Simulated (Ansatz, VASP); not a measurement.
**LiGaO4 in VASP and in Ansatz**

The input INCAR:

```
SYSTEM = LiGaO4
PREC = Accurate ; ENCUT = 910
EDIFF = 1E-6 ; ISMEAR = 0
SIGMA = 0.1 ; LREAL = .FALSE.
LASPH = .TRUE. ; NELM = 120
ALGO = Normal ; ISIF = 2
LWAVE = .FALSE. ; LCHARG = .FALSE.
GGA = PE ; NBANDS = 29
GGA_COMPAT = .FALSE.
```

KPOINTS

```
regular mesh
0
G
  12 12 8
  0 0 0
```

File POSCAR:

```
LiGaO4
1.0
    3.1625711140      0.0000000000      0.0000000000
    0.0000000000      3.1625711140      0.0000000000
    0.0000000000      0.0000000000      5.6941972145
Li Ga O
1 1 4
Direct
    0.0000000000      0.0000000000      0.0000000000
    0.5000000000      0.5000000000      0.5000000000
    0.5000000000      0.0000000000      0.2643391244
    0.0000000000      0.5000000000      0.7356608756
    0.5000000000      0.0000000000      0.7356608756
    0.0000000000      0.5000000000      0.2643391244
```

Input for Ansatz:

```yaml
crystal:
  lattice:
    - [3.162571114, 0.0, 0.0]
    - [0.0, 3.162571114, 0.0]
    - [0.0, 0.0, 5.6941972145]
  atoms:
    - { symbol: Li, position: [0.0, 0.0, 0.0] }
    - { symbol: Ga, position: [0.5, 0.5, 0.5] }
    - { symbol: O, position: [0.5, 0.0, 0.2643391244] }
    - { symbol: O, position: [0.0, 0.5, 0.7356608756] }
    - { symbol: O, position: [0.5, 0.0, 0.7356608756] }
    - { symbol: O, position: [0.0, 0.5, 0.2643391244] }
basis:
  ecutwfc: 420
kpoints:
  mp_grid: { grid: [12, 12, 8] }
  band_path:
    path:
      - [[0.0, 0.0, 0.0], [0.0, 0.5, 0.0], [0.5, 0.5, 0.0], [0.0, 0.0, 0.0], [0.0, 0.0, 0.5], [0.0, 0.5, 0.5], [0.5, 0.5, 0.5], [0.0, 0.0, 0.5]]
      - [[0.0, 0.5, 0.0], [0.0, 0.5, 0.5]]
      - [[0.5, 0.5, 0.0], [0.5, 0.5, 0.5]]
    npoints: 14
hamiltonian:
  xc: pbe
scf:
  occupations: { method: gaussian, width: 0.1 }
  n_extra_bands: 15
output:
  forces: true
  stress: true
  eigenvalues: true
  populations: true
  dos: { projected: true, de: 0.02, nscf_kmesh: { grid: [15, 15, 10] } }
  bader: true
```

Alike in both runs: task single point; functional PBE; k mesh 12 × 12 × 8; occupations gaussian, width 0.1 eV; no spin polarisation.

|  | VASP | Ansatz |
| --- | --- | --- |
| version | VASP 6.6.1 | Ansatz 0.2.0 |
| potentials or method | VASP PAW PBE potentials, release 64 (Li_sv, Ga_d, O_h), cutoff 910 eV | scalar-relativistic, plane waves, PAW |
| valence electrons in the cell | 40 | 40 |

```csv
,VASP,Ansatz,Ansatz less VASP
gap on the k mesh at the Fermi level (eV),none,none,-
rms of the force components (eV/Å),0.024,0.000,-0.0240
```

Atom by atom the forces differ by 0.024 eV/Å (rms over components). A gap of «none» marks a metal or a gap that the smearing closes. With one functional, cell and mesh, what is left measures potentials, basis and numerics.

Noted on VASP's run: the cutoff is under 1.25 times that of the potentials, so the pressure is a little rough.
